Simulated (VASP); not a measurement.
# Mo in VASP: a series of runs

The runs below take Mo through single point, with PBE.

Program: VASP 6.6.1. These are calculated values, not measurements. Logs are shortened: lines on timing, memory, paths and dates and some standing lists are left out, and cuts for length are marked.

## (1) The cell of the first run

The cell holds a slab with vacuum, 5 atoms: a = 2.737 Å, b = 2.737 Å, c = 24.940 Å, α = 90.00°, β = 90.00°, γ = 109.47°.

## (2) Single point, PBE

File INCAR:

```
PREC     = Accurate       # precision mode
ENCUT    = 520            # plane-wave cutoff, eV
EDIFF    = 1E-6           # SCF threshold, eV
ISMEAR   = -1             # smearing method
SIGMA    = 0.1            # smearing width, eV
LREAL    = False          # projectors in reciprocal space
LASPH    = True           # aspherical terms in the spheres
NELM     = 100            # most SCF steps
ALGO     = Normal         # electronic algorithm
ISIF     = 2              # what is computed and relaxed
LWAVE    = False          # write WAVECAR
LCHARG   = False          # write CHGCAR
LDIPOL   = True         
IDIPOL   = 3            
DIPOL    = 0.5 0.5 0.500
GGA      = PE             # functional
NBANDS   = 43             # bands
```

File KPOINTS:

```
Automatic mesh
0
Gamma
  13 13 1
```

File POSCAR:

```
Mo
1.0
    2.7373676766      0.0000000000      0.0000000000
   -0.9124558922      2.5808149956      0.0000000000
    0.0000000000      0.0000000000     24.9402000000
Mo
5
Direct
    0.0000000000      0.0000000000      0.3207671674
    0.5000000000      0.5000000000      0.4103835834
    0.0000000000      0.0000000000      0.5000000000
    0.5000000000      0.5000000000      0.5896164166
    0.0000000000      0.0000000000      0.6792328326
```

Potentials or basis: VASP PAW PBE potentials, release 64 (Mo_sv).

Command:

```
$ cat potpaw_PBE.64/Mo_sv/POTCAR > POTCAR
$ mpirun -np 1 vasp_std > vasp.out
```

OUTCAR:

```text
PREC = Accurate
   ENCUT = 520
   EDIFF = 1E-6
   ISMEAR = -1
   LREAL = False
   LASPH = True
   NELM = 100
   ISIF = 2
   GGA = PE

 ion  position               nearest neighbor table
   1  0.000  0.000  0.321-   2 2.74   2 2.74   2 3.16   2 3.16
   2  0.500  0.500  0.410-   1 2.74   1 2.74   3 2.74   3 2.74   1 3.16   1 3.16   3 3.16   3 3.16

   3  0.000  0.000  0.500-   2 2.74   4 2.74   2 2.74   4 2.74   2 3.16   4 3.16   2 3.16   4 3.16

   4  0.500  0.500  0.590-   5 2.74   5 2.74   3 2.74   3 2.74   5 3.16   5 3.16   3 3.16   3 3.16

   5  0.000  0.000  0.679-   4 2.74   4 2.74   4 3.16   4 3.16

  LATTYP: Found a base centered orthorhombic cell.
 ALAT       =     3.1608399299
 B/A-ratio  =     1.4142135624
 C/A-ratio  =     7.8903710891

  Lattice vectors:

 A1 = (   2.7373676766,   0.0000000000,   0.0000000000)
 A2 = (  -0.9124558922,   2.5808149956,   0.0000000000)
 A3 = (   0.0000000000,   0.0000000000,  24.9402000000)

Analysis of symmetry for initial positions (statically):
=====================================================================
 Subroutine PRICEL returns:
 Original cell was already a primitive cell.

 Routine SETGRP: Setting up the symmetry group for a
 base centered orthorhombic supercell.

 Subroutine GETGRP returns: Found  8 space group operations
 (whereof  8 operations were pure point group operations)
 out of a pool of  8 trial point group operations.

The static configuration has the point symmetry D_2h.

Analysis of symmetry for dynamics (positions and initial velocities):
=====================================================================
 Subroutine PRICEL returns:
 Original cell was already a primitive cell.

 Routine SETGRP: Setting up the symmetry group for a
 base centered orthorhombic supercell.

 Subroutine GETGRP returns: Found  8 space group operations
 (whereof  8 operations were pure point group operations)
 out of a pool of  8 trial point group operations.

The dynamic configuration has the point symmetry D_2h.

 Subroutine INISYM returns: Found  8 space group operations
 (whereof  8 operations are pure point group operations),
 and found     1 'primitive' translations

----------------------------------------------------------------------------------------

                                     Primitive cell

  volume of cell :     176.1935

  direct lattice vectors                    reciprocal lattice vectors
     2.737367677  0.000000000  0.000000000     0.365314462  0.129158167  0.000000000
    -0.912455892  2.580814996  0.000000000     0.000000000  0.387474500  0.000000000
     0.000000000  0.000000000 24.940200000     0.000000000  0.000000000  0.040095909
[... 101 lines left out ...]
   NELECT =      70.0000    total number of electrons
   NUPDOWN=      -1.0000    fix difference up-down
   EMIN   =  10.00;   EMAX   =-10.00  energy-range for DOS
   EFERMI =   0.00;   METHOD = LEGACY
   ISMEAR =    -1;   SIGMA  =   0.10  broadening in eV -4-tet -1-fermi 0-gaus
   EFERMI_NEDOS =   21; number of points for ismear=-14 and -15
   IALGO  =     38    algorithm
   IMIX   =      4    mixing-type and parameters
     AMIX     =   0.40;   BMIX     =  1.00
     AMIX_MAG =   1.60;   BMIX_MAG =  1.00
  volume/ion in A,a.u.               =      35.24       237.80
  Fermi-wavevector in a.u.,A,eV,Ry     =   1.203495  2.274275 19.706673  1.448400
  Thomas-Fermi vector in A             =   2.339247
   LORBIT       =      0    0 simple, 1 ext, 2 COOP (PROOUT), +10 PAW based schemes
   GGA     = PE    functional components
   LHFCALC =     F    Hartree Fock is set to
   AEXX    =    0.0000 exact exchange contribution
   IVDW    =     0    specifies the selected vdW correction
   LEPSILON=     F    determine dielectric tensor
   LRPA    =     F    only Hartree local field effects (RPA)
 non-spin polarized calculation
  energy-cutoff  :      520.00
  volume of cell :      176.19
 maximum number of plane-waves:      4788
   NGX = 11   NGY = 11   NGZ = 93

 dipolmoment           0.000000      0.000000      0.000000 electrons x Angstroem

 number of electron      69.9999988 magnetization

 dipolmoment           0.000000      0.000000     -0.000000 electrons x Angstroem

 Free energy of the ion-electron system (eV)
  ---------------------------------------------------
  ext. energy  EPLUGINS =         0.00000000
  ---------------------------------------------------
  free energy    TOTEN  =       -52.22129666 eV

  energy without entropy =      -52.06780167  energy(sigma->0) =      -52.14454916

 E-fermi :   3.1031     XC(G=0):  -6.8364

 val. band max:        3.0753691269   @ k =   0.4615   0.3077   0.0000
 cond. band min:       3.1074589419   @ k =  -0.4615   0.3077   0.0000
 fundamental gap:      0.0320898150
 Fermi energy:         3.1031041807

 k-point     1 :       0.0000    0.0000    0.0000
  band No.  band energies     occupation
      1     -58.2152      2.00000
      2     -58.1559      2.00000
      3     -58.0318      2.00000
      4     -57.9031      2.00000
      5     -57.8995      2.00000
      6     -32.7633      2.00000
[... 1093 lines left out ...]
     42       5.2627      0.00000
     43       5.6916      0.00000

 [... further k-points ...]

------------------------ aborting loop because EDIFF is reached ----------------------------------------

 vacuum level on the upper side and lower side of the slab       (xc-potential included)        -0.136        -0.136

  FORCE on cell =-STRESS in cart. coord.  units (eV):
  Direction    XX          YY          ZZ          XY          YZ          ZX
  --------------------------------------------------------------------------------------
  -------------------------------------------------------------------------------------
  Total       -4.2610869     -4.0832427     -2.6298252      0.2515097      0.0000000      0.0000000
  in kB      -38.7472635    -37.1300757    -23.9137408      2.2870489      0.0000000      0.0000000
  external PRESSURE =     -33.2636933 kB  Pullay stress =       0.0000000 kB

 VOLUME and BASIS-vectors are now :
 -----------------------------------------------------------------------------
  energy-cutoff  :      520.00
  volume of cell :      176.19
      direct lattice vectors                 reciprocal lattice vectors
     2.737367677  0.000000000  0.000000000     0.365314462  0.129158167  0.000000000
    -0.912455892  2.580814996  0.000000000     0.000000000  0.387474500  0.000000000
     0.000000000  0.000000000 24.940200000     0.000000000  0.000000000  0.040095909

 POSITION                                       TOTAL-FORCE (eV/Angst)
 -----------------------------------------------------------------------------------
      0.00000      0.00000      8.00000        -0.000000     -0.000000      0.606563
      0.91246      1.29041     10.23505         0.000000     -0.000000     -0.630209
      0.00000      0.00000     12.47010        -0.000000      0.000000     -0.000000
      0.91246      1.29041     14.70515         0.000000      0.000000      0.630209
      0.00000      0.00000     16.94020        -0.000000      0.000000     -0.606563
 -----------------------------------------------------------------------------------
    total drift:                                0.000000      0.000000      0.000000

  FREE ENERGIE OF THE ION-ELECTRON SYSTEM (eV)
  ---------------------------------------------------
  free  energy   TOTEN  =       -52.2212966554 eV

  energy  without entropy=      -52.0678016666  energy(sigma->0) =      -52.14454916

 vacuum level on the upper side and lower side of the slab         7.650         7.650
```

Run time: 9.2 min. Hardware: 1 thread of Intel Xeon Platinum 8488C (Sapphire Rapids), shared host; peak memory 0.4 GiB.

What came out:

| Property | Result |
| --- | --- |
| Free energy | -52.2213 eV |
| Largest force | 0.630 eV/Å |
| Band gap on the k mesh | zero (bands 35 and 36 overlap by 2.21 eV) |

Forces in eV/Å, atoms in the order of the input:
```
Mo   0.000  0.000  0.607
Mo   0.000  0.000 -0.630
Mo   0.000  0.000  0.000
Mo   0.000  0.000  0.630
Mo   0.000  0.000 -0.607
```

Levels at points of the mesh, in eV from the Fermi level:
| k point | band 32 | band 33 | band 34 | band 35 | band 36 | band 37 | band 38 | band 39 |
| --- | --- | --- | --- | --- | --- | --- | --- | --- |
| (0.00, 0.00, 0.00) | -1.45 | -1.36 | -1.04 | -0.81 | -0.09 | 0.32 | 1.07 | 1.24 |

## (3) Single point, PBE

File INCAR:

```
PREC = Accurate
ENCUT = 520
EDIFF = 1E-6
ISMEAR = -1
SIGMA = 0.1
LREAL = False
LASPH = True
NELM = 80
ALGO = Normal
ISIF = 2
LWAVE = False
LCHARG = True
LDIPOL = True
IDIPOL = 3
DIPOL = 0.5 0.5 0.500
GGA = PE
LELF = True
LVHAR = True
LVACPOTAV = True
NBANDS = 43
```

KPOINTS is that of step 2.

File POSCAR:

```
Mo
1.0
    2.7373676766      0.0000000000      0.0000000000
   -0.9124558922      2.5808149956      0.0000000000
    0.0000000000      0.0000000000     24.9402000000
Mo
5
Direct
    0.0000000000      0.0000000000      0.3245207406
    0.5000000000      0.5000000000      0.4098676226
    0.0000000000      0.0000000000      0.4999999999
    0.5000000000      0.5000000000      0.5901323776
    0.0000000000      0.0000000000      0.6754792593
```

Potentials or basis: VASP PAW PBE potentials, release 64 (Mo_sv).

Command:

```
$ cat potpaw_PBE.64/Mo_sv/POTCAR > POTCAR
$ mpirun -np 1 vasp_std > vasp.out
```

OUTCAR:

```text
PREC = Accurate
   ENCUT = 520
   EDIFF = 1E-6
   ISMEAR = -1
   LREAL = False
   LASPH = True
   NELM = 80
   ISIF = 2
   GGA = PE

 ion  position               nearest neighbor table
   1  0.000  0.000  0.325-   2 2.65   2 2.65   2 3.09   2 3.09
   2  0.500  0.500  0.410-   1 2.65   1 2.65   3 2.75   3 2.75   1 3.09   1 3.09   3 3.17   3 3.17

   3  0.000  0.000  0.500-   2 2.75   2 2.75   4 2.75   4 2.75   2 3.17   2 3.17   4 3.17   4 3.17

   4  0.500  0.500  0.590-   5 2.65   5 2.65   3 2.75   3 2.75   5 3.09   5 3.09   3 3.17   3 3.17

   5  0.000  0.000  0.675-   4 2.65   4 2.65   4 3.09   4 3.09

  LATTYP: Found a base centered orthorhombic cell.
 ALAT       =     3.1608399299
 B/A-ratio  =     1.4142135624
[... 1308 lines left out ...]
  Total       -2.1097688     -2.1587877      0.2069255     -0.0693233      0.0000000      0.0000000
  in kB      -19.1847216    -19.6304647      1.8816316     -0.6303759      0.0000000      0.0000000
  external PRESSURE =     -12.3111849 kB  Pullay stress =       0.0000000 kB

 VOLUME and BASIS-vectors are now :
 -----------------------------------------------------------------------------
  energy-cutoff  :      520.00
  volume of cell :      176.19
      direct lattice vectors                 reciprocal lattice vectors
     2.737367677  0.000000000  0.000000000     0.365314462  0.129158167  0.000000000
    -0.912455892  2.580814996  0.000000000     0.000000000  0.387474500  0.000000000
     0.000000000  0.000000000 24.940200000     0.000000000  0.000000000  0.040095909

 POSITION                                       TOTAL-FORCE (eV/Angst)
 -----------------------------------------------------------------------------------
      0.00000      0.00000      8.09361         0.000000     -0.000000     -0.029996
      0.91246      1.29041     10.22218        -0.000000      0.000000      0.006522
      0.00000      0.00000     12.47010        -0.000000      0.000000      0.000000
      0.91246      1.29041     14.71802        -0.000000      0.000000     -0.006522
      0.00000      0.00000     16.84659         0.000000      0.000000      0.029996
 -----------------------------------------------------------------------------------
    total drift:                                0.000000      0.000000     -0.000000

  FREE ENERGIE OF THE ION-ELECTRON SYSTEM (eV)
  ---------------------------------------------------
  free  energy   TOTEN  =       -52.2873002100 eV

  energy  without entropy=      -52.1452219556  energy(sigma->0) =      -52.21626108

 vacuum level on the upper side and lower side of the slab         7.674         7.674
```

OSZICAR:

```text
N       E                     dE             d eps       ncg     rms          rms(c)
DAV:   1     0.817208106879E+03    0.81721E+03   -0.45335E+04  5166   0.153E+03
DAV:   2    -0.274059413567E+02   -0.84461E+03   -0.82862E+03  4805   0.478E+02
DAV:   3    -0.553369804977E+02   -0.27931E+02   -0.26978E+02  5614   0.779E+01
[... 18 lines left out ...]
DAV:  22    -0.522872730912E+02   -0.18844E-04   -0.10540E-06  2974   0.361E-03    0.167E-03
DAV:  23    -0.522872883215E+02   -0.15230E-04   -0.78782E-07  2884   0.358E-03    0.114E-03
DAV:  24    -0.522872960988E+02   -0.77773E-05   -0.36848E-07  2662   0.203E-03    0.574E-04
DAV:  25    -0.522872993498E+02   -0.32510E-05   -0.24187E-07  2613   0.114E-03    0.693E-04
DAV:  26    -0.522873002100E+02   -0.86024E-06   -0.10123E-07  2479   0.742E-04
   1 F= -.52287300E+02 E0= -.52216261E+02  d E =-.142078E+00
```

stdout:

```text
POSCAR found type information on POSCAR Mo
 POSCAR found :  1 types and       5 ions
 scaLAPACK will be used
 LDA part: xc-table for (Slater+PW92), standard interpolation
 POSCAR, INCAR and KPOINTS ok, starting setup
 FFT: planning ... GRIDC
 FFT: planning ... GRID_SOFT
 FFT: planning ... GRID
 WAVECAR not read
 entering main loop
 -----------------------------------------------------------------------------
|                                                                             |
|           W    W    AA    RRRRR   N    N  II  N    N   GGGG   !!!           |
|           W    W   A  A   R    R  NN   N  II  NN   N  G    G  !!!           |
|           W    W  A    A  R    R  N N  N  II  N N  N  G       !!!           |
|           W WW W  AAAAAA  RRRRR   N  N N  II  N  N N  G  GGG   !            |
|           WW  WW  A    A  R   R   N   NN  II  N   NN  G    G                |
|           W    W  A    A  R    R  N    N  II  N    N   GGGG   !!!           |
|                                                                             |
|     Did not find any points to average over, which means that no vacuum     |
|     field-free region was found. Please increase the size of  your cell     |
|     in the dimension of the dipole correction to obtain accurate            |
|     workfunction values.                                                    |
|                                                                             |
 -----------------------------------------------------------------------------
```

Wall time 7.7 min (1 thread of Intel Xeon Platinum 8488C (Sapphire Rapids), shared host); peak memory 0.4 GiB.

What came out:

* Free energy: -52.2873 eV
* Largest force: 0.030 eV/Å
* Band gap on the k mesh: zero (bands 35 and 36 overlap by 2.21 eV)

Forces on the atoms (eV/Å):
```
Mo   0.000  0.000 -0.030
Mo   0.000  0.000  0.007
Mo   0.000  0.000  0.000
Mo   0.000  0.000 -0.007
Mo   0.000  0.000  0.030
```

Levels at points of the mesh, in eV from the Fermi level:
| k point | band 33 | band 34 | band 35 | band 36 | band 37 | band 38 |
| --- | --- | --- | --- | --- | --- | --- |
| (0.00, 0.00, 0.00) | -1.25 | -1.17 | -0.89 | -0.39 | 0.51 | 1.09 |
